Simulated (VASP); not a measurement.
# Sn15PbO16 (a cell with a defect) in VASP: single point with PBE

Aim: the single point of Sn15PbO16 (a cell with a defect) with PBE.

Program: VASP 6.6.1. These are calculated values, not measurements. Logs are shortened: lines on timing, memory, paths and dates and some standing lists are left out, and cuts for length are marked.

**1. The cell of the first run**

The cell holds a defect, 32 atoms: a = 7.627 Å, b = 7.627 Å, c = 9.774 Å, α = 90.00°, β = 90.00°, γ = 90.00°.

**2. Single point, PBE**

Contents of INCAR:

```
PREC = Accurate
ENCUT = 910
EDIFF = 1E-6
ISMEAR = -1
SIGMA = 0.01
LREAL = Auto
LASPH = T
NELM = 120
ALGO = Normal
ISIF = 2
LWAVE = F
LCHARG = F
GGA = PE
NBANDS = 182
GGA_COMPAT = F
```

Contents of KPOINTS:

```
regular mesh
0
Gamma
  3 3 2
```

Contents of POSCAR:

```
Sn15PbO16
1.0
    7.6273904400      0.0000000000      0.0000000000
    0.0000000000      7.6273904400      0.0000000000
    0.0000000000      0.0000000000      9.7738266000
Pb Sn O
1 15 16
Direct
    0.0000000000      0.2500000000      0.1310930755
    0.0000000000      0.2500000000      0.6226903655
    0.0000000000      0.7500000000      0.1163583970
    0.0000000000      0.7500000000      0.6216813669
    0.5000000000      0.2500000000      0.1163583970
    0.5000000000      0.2500000000      0.6216813669
    0.5000000000      0.7500000000      0.1189833390
    0.5000000000      0.7500000000      0.6210470641
    0.2503589381     -0.0003589381      0.3822643168
    0.2506162647     -0.0006162647      0.8789850612
    0.2503589381      0.5003589381      0.3822643168
    0.2506162647      0.5006162647      0.8789850612
    0.7496410619     -0.0003589381      0.3822643168
    0.7493837353     -0.0006162647      0.8789850612
    0.7496410619      0.5003589381      0.3822643168
    0.7493837353      0.5006162647      0.8789850612
    0.2567465566      0.2500000000     -0.0053344207
    0.2499104089      0.2500000000      0.5021236363
    0.2525629935      0.7500000000     -0.0000769885
    0.2501488478      0.7500000000      0.4995650519
    0.7432534434      0.2500000000     -0.0053344207
    0.7500895911      0.2500000000      0.5021236363
    0.7474370065      0.7500000000     -0.0000769885
    0.7498511522      0.7500000000      0.4995650519
    0.0000000000     -0.0067465566     -0.0053344207
    0.0000000000      0.0000895911      0.5021236363
    0.0000000000      0.5067465566     -0.0053344207
    0.0000000000      0.4999104089      0.5021236363
    0.5000000000     -0.0025629935     -0.0000769885
    0.5000000000     -0.0001488478      0.4995650519
    0.5000000000      0.5025629935     -0.0000769885
    0.5000000000      0.5001488478      0.4995650519
```

Potentials or basis: VASP PAW PBE potentials, release 64 (Pb_d, Sn_d, O_h).

Command:

```console
cat potpaw_PBE.64/Pb_d/POTCAR potpaw_PBE.64/Sn_d/POTCAR potpaw_PBE.64/O_h/POTCAR > POTCAR
mpirun -np 1 vasp_std > vasp.out
```

OUTCAR:

```text
PREC = Accurate
   ENCUT = 910
   EDIFF = 1E-6
   ISMEAR = -1
   LREAL = Auto
   LASPH = T
   NELM = 120
   ISIF = 2
   GGA = PE

 ion  position               nearest neighbor table
   1  0.000  0.250  0.131-  17 2.37  21 2.37  25 2.37  27 2.37   9 3.65  11 3.65  13 3.65  15 3.65
                            10 3.66  14 3.66  12 3.66  16 3.66   3 3.82   5 3.82   3 3.82   5 3.82
   2  0.000  0.250  0.623-  18 2.24  22 2.24  26 2.24  28 2.24   9 3.58  11 3.58  13 3.58  15 3.58
                            10 3.69  14 3.69  12 3.69  16 3.69
   3  0.000  0.750  0.116-  25 2.20  27 2.20  19 2.24  23 2.24  10 3.56  12 3.56  14 3.56  16 3.56
                            13 3.75  11 3.75  15 3.75   9 3.75   1 3.82   1 3.82
   4  0.000  0.750  0.622-  26 2.24  28 2.24  20 2.25  24 2.25   9 3.57  11 3.57  13 3.57  15 3.57
                            10 3.69  14 3.69  12 3.69  16 3.69
   5  0.500  0.250  0.116-  17 2.20  21 2.20  29 2.24  31 2.24  10 3.56  12 3.56  14 3.56  16 3.56
                            13 3.75  11 3.75  15 3.75   9 3.75   1 3.82   1 3.82
   6  0.500  0.250  0.622-  18 2.24  22 2.24  30 2.25  32 2.25   9 3.57  11 3.57  13 3.57  15 3.57
                            10 3.69  14 3.69  12 3.69  16 3.69
   7  0.500  0.750  0.119-  19 2.22  23 2.22  29 2.22  31 2.22  10 3.57  12 3.57  14 3.57  16 3.57
                            13 3.72  11 3.72  15 3.72   9 3.72
   8  0.500  0.750  0.621-  20 2.25  24 2.25  30 2.25  32 2.25   9 3.56  11 3.56  13 3.56  15 3.56
                            10 3.69  14 3.69  12 3.69  16 3.69
   9  0.250  1.000  0.382-  20 2.22  30 2.22  26 2.24  18 2.24   8 3.56   6 3.57   4 3.57   2 3.58
                             1 3.65   7 3.72   5 3.75   3 3.75
  10  0.251  0.999  0.879-  17 2.22  25 2.22  19 2.24  29 2.24   3 3.56   5 3.56   7 3.57   1 3.66
                             2 3.69   8 3.69   4 3.69   6 3.69
  11  0.250  0.500  0.382-  20 2.22  32 2.22  28 2.24  18 2.24   8 3.56   6 3.57   4 3.57   2 3.58
                             1 3.65   7 3.72   5 3.75   3 3.75
  12  0.251  0.501  0.879-  17 2.22  27 2.22  19 2.24  31 2.24   3 3.56   5 3.56   7 3.57   1 3.66
                             2 3.69   8 3.69   4 3.69   6 3.69
  13  0.750  1.000  0.382-  24 2.22  30 2.22  26 2.24  22 2.24   8 3.56   6 3.57   4 3.57   2 3.58
                             1 3.65   7 3.72   5 3.75   3 3.75
  14  0.749  0.999  0.879-  21 2.22  25 2.22  23 2.24  29 2.24   3 3.56   5 3.56   7 3.57   1 3.66
[... 7 lines left out ...]
  19  0.253  0.750  1.000-   7 2.22   3 2.24  10 2.24  12 2.24
  20  0.250  0.750  0.500-   9 2.22  11 2.22   8 2.25   4 2.25
  21  0.743  0.250  0.995-   5 2.20  14 2.22  16 2.22   1 2.37
  22  0.750  0.250  0.502-   6 2.24  13 2.24  15 2.24   2 2.24
[... 8 lines left out ...]
  31  0.500  0.503  1.000-   7 2.22   5 2.24  12 2.24  16 2.24
  32  0.500  0.500  0.500-  11 2.22  15 2.22   8 2.25   6 2.25

  LATTYP: Found a simple tetragonal cell.
 ALAT       =     7.6273904400
 C/A-ratio  =     1.2814116016

  Lattice vectors:

 A1 = (   7.6273904400,   0.0000000000,   0.0000000000)
 A2 = (   0.0000000000,   7.6273904400,   0.0000000000)
 A3 = (   0.0000000000,   0.0000000000,   9.7738266000)

Analysis of symmetry for initial positions (statically):
=====================================================================
 Subroutine PRICEL returns:
 Original cell was already a primitive cell.

 Routine SETGRP: Setting up the symmetry group for a
 simple tetragonal supercell.

 Subroutine GETGRP returns: Found  8 space group operations
 (whereof  2 operations were pure point group operations)
 out of a pool of 16 trial point group operations.

The static configuration has the point symmetry C_1h.
 The point group associated with its full space group is C_4v.

Analysis of symmetry for dynamics (positions and initial velocities):
=====================================================================
 Subroutine PRICEL returns:
 Original cell was already a primitive cell.

 Routine SETGRP: Setting up the symmetry group for a
 simple tetragonal supercell.

 Subroutine GETGRP returns: Found  8 space group operations
 (whereof  2 operations were pure point group operations)
 out of a pool of 16 trial point group operations.

The dynamic configuration has the point symmetry C_1h.
 The point group associated with its full space group is C_4v.

 Subroutine INISYM returns: Found  8 space group operations
 (whereof  2 operations are pure point group operations),
 and found     1 'primitive' translations

----------------------------------------------------------------------------------------

                                     Primitive cell

  volume of cell :     568.6127

  direct lattice vectors                    reciprocal lattice vectors
     7.627390440  0.000000000  0.000000000     0.131106439  0.000000000  0.000000000
     0.000000000  7.627390440  0.000000000     0.000000000  0.131106439  0.000000000
     0.000000000  0.000000000  9.773826600     0.000000000  0.000000000  0.102314072

[... 85 lines left out ...]
     0.000000000  0.000000000  0.051157036     0.000000000  0.000000000  0.500000000

  Length of vectors
     0.043702146  0.043702146  0.051157036

  Shift w.r.t. Gamma in fractional coordinates (k-lattice)
     0.000000000  0.000000000  0.000000000

 Subroutine IBZKPT returns following result:
 ===========================================

 Found      6 irreducible k-points:

 Following reciprocal coordinates:
            Coordinates               Weight
  0.000000  0.000000  0.000000      1.000000
  0.333333  0.000000  0.000000      4.000000
  0.333333  0.333333  0.000000      4.000000
  0.000000  0.000000  0.500000      1.000000
  0.333333  0.000000  0.500000      4.000000
  0.333333  0.333333  0.500000      4.000000
   k-points           NKPTS =      6   k-points in BZ     NKDIM =      6   number of bands    NBANDS=    182
   number of dos      NEDOS =    301   number of ions     NIONS =     32
   total plane-waves  NPLWV = 614400
   dimension x,y,z NGX =    80 NGY =   80 NGZ =   96
   dimension x,y,z NGXF=   160 NGYF=  160 NGZF=  192
   ions per type =               1  15  16
   NGX,Y,Z   is equivalent  to a cutoff of  17.44, 17.44, 16.33 a.u.
   NGXF,Y,Z  is equivalent  to a cutoff of  34.87, 34.87, 32.66 a.u.
 SYSTEM =  unknown system
   PREC   = accura    normal or accurate (medium, high low for compatibility)
   ISTART =      0    job   : 0-new  1-cont  2-samecut
   ICHARG =      2    charge: 1-file 2-atom 10-const
   ISPIN  =      1    spin polarized calculation?
   LNONCOLLINEAR =      F non collinear calculations
   LSORBIT =      F    spin-orbit coupling
   LASPH  =      T    aspherical Exc in radial PAW
   ENCUT  =  910.0 eV  66.88 Ry    8.18 a.u.  18.76 18.76 24.04*2*pi/ulx,y,z
   NELM   =    120;   NELMIN=  2; NELMDL= -5     # of ELM steps
   EDIFF  = 0.1E-05   stopping-criterion for ELM
   LREAL  =      T    real-space projection
   EDIFFG = 0.1E-04   stopping-criterion for IOM
   NSW    =      0    number of steps for IOM
   IBRION =     -1    ionic relax: 0-MD 1-quasi-New 2-CG
   NFREE  =      0    steps in history (QN), initial steepest desc. (CG)
   ISIF   =      2    stress and relaxation
   ISYM   =      2    0-nonsym 1-usesym 2-fastsym
   POTIM  = 0.5000    time-step for ionic-motion
   TEBEG  =    0.0;   TEEND  =   0.0 temperature during run
   PSTRESS=    0.0 pullay stress
   NELECT =     320.0000    total number of electrons
   NUPDOWN=      -1.0000    fix difference up-down
   EMIN   =  10.00;   EMAX   =-10.00  energy-range for DOS
   EFERMI =   0.00;   METHOD = LEGACY
   ISMEAR =    -1;   SIGMA  =   0.01  broadening in eV -4-tet -1-fermi 0-gaus
   EFERMI_NEDOS =   21; number of points for ismear=-14 and -15
   IALGO  =     38    algorithm
   IMIX   =      4    mixing-type and parameters
     AMIX     =   0.40;   BMIX     =  1.00
     AMIX_MAG =   1.60;   BMIX_MAG =  1.00
  volume/ion in A,a.u.               =      17.77       119.91
  Fermi-wavevector in a.u.,A,eV,Ry     =   1.351614  2.554180 24.855939  1.826860
  Thomas-Fermi vector in A             =   2.479021
   LORBIT       =      0    0 simple, 1 ext, 2 COOP (PROOUT), +10 PAW based schemes
   GGA     = PE    functional components
   LHFCALC =     F    Hartree Fock is set to
   AEXX    =    0.0000 exact exchange contribution
   IVDW    =     0    specifies the selected vdW correction
   LEPSILON=     F    determine dielectric tensor
   LRPA    =     F    only Hartree local field effects (RPA)
 non-spin polarized calculation
  energy-cutoff  :      910.00
  volume of cell :      568.61
 maximum number of plane-waves:     35460
 NGX is ok and might be reduce to    80
   NGX = 37   NGY = 37   NGZ = 49

 number of electron     319.9999970 magnetization

 Free energy of the ion-electron system (eV)
  ---------------------------------------------------
  ext. energy  EPLUGINS =         0.00000000
  ---------------------------------------------------
  free energy    TOTEN  =      -181.09187646 eV

  energy without entropy =     -181.08997664  energy(sigma->0) =     -181.09092655

 E-fermi :   7.2363     XC(G=0): -10.2065

 val. band max:        7.2331281106   @ k =   0.0000   0.0000   0.0000
 cond. band min:       7.2495439761   @ k =   0.0000   0.0000   0.0000
 fundamental gap:      0.0164158656
 Fermi energy:         7.2363208685

 k-point     1 :       0.0000    0.0000    0.0000
  band No.  band energies     occupation
      1     -14.7789      2.00000
      2     -14.7227      2.00000
      3     -14.7227      2.00000
      4     -14.6668      2.00000
      5     -14.6631      2.00000
      6     -14.6623      2.00000
[... 1039 lines left out ...]
    171       9.9820      0.00000
    172       9.9940      0.00000
 [bands above 172 left out]

------------------------ aborting loop because EDIFF is reached ----------------------------------------

  FORCE on cell =-STRESS in cart. coord.  units (eV):
  Direction    XX          YY          ZZ          XY          YZ          ZX
  --------------------------------------------------------------------------------------
  -------------------------------------------------------------------------------------
  Total       12.0347942     12.0347942      5.8949897      0.0000000      0.0000000     -0.0000000
  in kB       33.9103806     33.9103806     16.6102835      0.0000000      0.0000000     -0.0000000
  external PRESSURE =      28.1436816 kB  Pullay stress =       0.0000000 kB

 VOLUME and BASIS-vectors are now :
 -----------------------------------------------------------------------------
  energy-cutoff  :      910.00
  volume of cell :      568.61
      direct lattice vectors                 reciprocal lattice vectors
     7.627390440  0.000000000  0.000000000     0.131106439  0.000000000  0.000000000
     0.000000000  7.627390440  0.000000000     0.000000000  0.131106439  0.000000000
     0.000000000  0.000000000  9.773826600     0.000000000  0.000000000  0.102314072

 POSITION                                       TOTAL-FORCE (eV/Angst)
 -----------------------------------------------------------------------------------
      0.00000      1.90685      1.28128         0.000000     -0.000000      0.032373
      0.00000      1.90685      6.08607         0.000000     -0.000000      0.062464
      0.00000      5.72054      1.13727         0.000000     -0.000000      0.051781
      0.00000      5.72054      6.07621         0.000000     -0.000000      0.072308
      3.81370      1.90685      1.13727         0.000000     -0.000000      0.051781
      3.81370      1.90685      6.07621         0.000000     -0.000000      0.072308
[... 24 lines left out ...]
      3.81370      3.83324      9.77307         0.000000     -0.001506      0.001285
      3.81370      3.81483      4.88266         0.000000     -0.000314     -0.004963
 -----------------------------------------------------------------------------------
    total drift:                                0.000000      0.000000      0.006977

  FREE ENERGIE OF THE ION-ELECTRON SYSTEM (eV)
  ---------------------------------------------------
  free  energy   TOTEN  =      -181.0918764646 eV

  energy  without entropy=     -181.0899766399  energy(sigma->0) =     -181.09092655
```

Run time: 35 min. Hardware: 1 thread of Intel Xeon 6975P-C (Granite Rapids), shared host; peak memory 1.7 GiB.

Results:

* Free energy: -181.0919 eV
* Pressure: 2.8 GPa
* Largest force: 0.072 eV/Å
* Band gap on the k mesh: 0.02 eV

Forces in eV/Å, atoms in the order of the input:
```
Pb   0.000  0.000  0.032
Sn   0.000  0.000  0.062
Sn   0.000  0.000  0.052
Sn   0.000  0.000  0.072
Sn   0.000  0.000  0.052
Sn   0.000  0.000  0.072
Sn   0.000  0.000  0.071
Sn   0.000  0.000  0.051
Sn   0.005 -0.005 -0.052
Sn   0.003 -0.003 -0.059
Sn   0.005  0.005 -0.052
Sn   0.003  0.003 -0.059
Sn  -0.005 -0.005 -0.052
Sn  -0.003 -0.003 -0.059
Sn  -0.005  0.005 -0.052
Sn  -0.003  0.003 -0.059
O    0.002  0.000  0.001
O   -0.003  0.000 -0.002
O   -0.002  0.000  0.001
O    0.000  0.000 -0.005
O   -0.002  0.000  0.001
O    0.003  0.000 -0.002
O    0.002  0.000  0.001
O    0.000  0.000 -0.005
O    0.000 -0.002  0.001
O    0.000  0.003 -0.002
O    0.000  0.002  0.001
O    0.000 -0.003 -0.002
O    0.000  0.002  0.001
O    0.000  0.000 -0.005
O    0.000 -0.002  0.001
O    0.000  0.000 -0.005
```

Caveat: the cutoff is under 1.25 times the usual one of these potentials, so pressure, stress and relaxed cells hold a basis-set (Pulay) error; spin-orbit coupling is left out, which moves the levels of the heavy elements.
